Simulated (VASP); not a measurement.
A run of VASP 6.6.1:

INCAR

```
SYSTEM = Na
  ALGO = Normal
  EDIFF = 1E-6
  EDIFFG = -0.005
  ENCUT = 600
  GGA = PE
  IBRION = 2
  ISIF = 3
  ISMEAR = -1
  LASPH = .True.
  LCHARG = .False.
  LREAL = .False.
  LWAVE = .False.
  NELM = 100
  NSW = 32
  PREC = Accurate
  PSTRESS = 14.0
  SIGMA = 0.08
```

Contents of KPOINTS:

```
k-points
0
Gamma
  12 12 12
  0 0 0
```

Contents of POSCAR:

```
Na
1.0
    3.2277728924      0.0000000000      0.0000000000
    0.0000000000      3.2277728924      0.0000000000
    0.0000000000      0.0000000000      3.2277728924
Na
1
Direct
    0.0000000000      0.0000000000      0.0000000000
```

Potentials or basis: VASP PAW PBE potentials, release 64 (Na_pv).

Launch:

```sh
$ cat potpaw_PBE.64/Na_pv/POTCAR > POTCAR
$ mpirun -np 1 vasp_std > vasp.out
```

Hardware: 1 thread of Intel Xeon 8259CL, on a shared host.

How long does it take, and how much memory?

Wall time 29 s on 1 thread of Intel Xeon 8259CL (shared host), peak memory 0.16 GiB. Counts: scf iterations 17, k points 84, ion steps 3.
